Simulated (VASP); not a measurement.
Crystal: NiO.

```xyz
2
Lattice="0.0000 2.1005 2.1005 2.1005 0.0000 2.1005 2.1005 2.1005 0.0000" Properties=species:S:1:pos:R:3 pbc="T T T"
Ni    0.0000    0.0000    0.0000
O     2.1005    2.1005    2.1005
```

Base run:

- Program: VASP 6.6.1
- Functional: PBE
- Potentials or basis: VASP PAW PBE potentials, release 64 (Ni, O)
- Cutoff: 600 eV
- k mesh: 8 × 8 × 8
- Occupations: fermi-dirac, width 0.03 eV
- Spin: collinear spin, ferromagnetic start
- Starting moments: [2.0, 0.0] μB
- Fixed moment: 2 μB
- Hubbard terms: Ni d U = 6.2 eV

Its results: pressure -0.8 GPa; site moments Ni +1.82; O +0.17 μB.

The run is repeated on the same cell with these changes: fixed moment from 2 μB to 4 μB; moments at the start from [2.0, 0.0] to [4.0, 0.0]. What comes out?

Pressure 74.5 GPa; site moments Ni +2.52; O +1.02 μB.

Caveats: the total moment is fixed, so each spin has its own Fermi level; a cell with one magnetic atom can't hold antiferromagnetic order, which such compounds often take.
